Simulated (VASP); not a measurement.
Crystal: Ga3AsP2.

```
Ga P As
1.0
     3.83433    0.00000    0.00000
    -1.91717    3.32063    0.00000
     0.00000    0.00000    9.39215
Ga P As
3 2 1
Direct
  0.00000 0.00000 0.00000
  0.33333 0.66667 0.66667
  0.66667 0.33333 0.33333
  0.00000 0.00000 0.75000
  0.33333 0.66667 0.41667
  0.66667 0.33333 0.08333
```

```yaml
Program: VASP 6.6.1
Task: relaxation of cell and atoms
Functional: PBE
Potentials_or_basis: VASP PAW PBE potentials, release 64 (Ga_d, P, As)
Cutoff: 600 eV
k_mesh: 6 × 6 × 2
Occupations: gaussian, width 0.1 eV
Spin: no spin polarisation
```

At the start: pressure 7.9 GPa; volume 19.93 Å³/atom.

Problem. Where does the relaxation end?

Solution. Over 6 steps the energy falls by 50.6 meV/atom and the volume is 21.80 Å³/atom (+9.4 %); space group P3m1 (No. 156, to 0.05 Å).

The path:
```tsv
step	energy change (eV)	largest force (eV/Å)	pressure (GPa)	volume (Å³)
1	0.0000	0.8131	7.91	119.58
2	-0.2239	0.2042	-3.09	137.43
3	-0.2850	0.3436	-0.21	131.26
4	-0.2954	0.1826	-0.12	130.97
5	-0.3017	0.1768	0.11	130.52
6	-0.3034	0.0283	-0.05	130.80
```

Final structure:
```yaml
crystal:
  lattice:
    - [3.95129, 0.00000, 0.00000]
    - [-1.97564, 3.42192, 0.00000]
    - [0.00000, 0.00000, 9.67360]
  atoms:
    - { symbol: Ga, position: [0.00000, 0.00000, 0.99292] }
    - { symbol: Ga, position: [0.33333, 0.66667, 0.66682] }
    - { symbol: Ga, position: [0.66667, 0.33333, 0.34039] }
    - { symbol: P, position: [0.00000, 0.00000, 0.74662] }
    - { symbol: P, position: [0.33333, 0.66667, 0.41968] }
    - { symbol: As, position: [0.66667, 0.33333, 0.08357] }
```
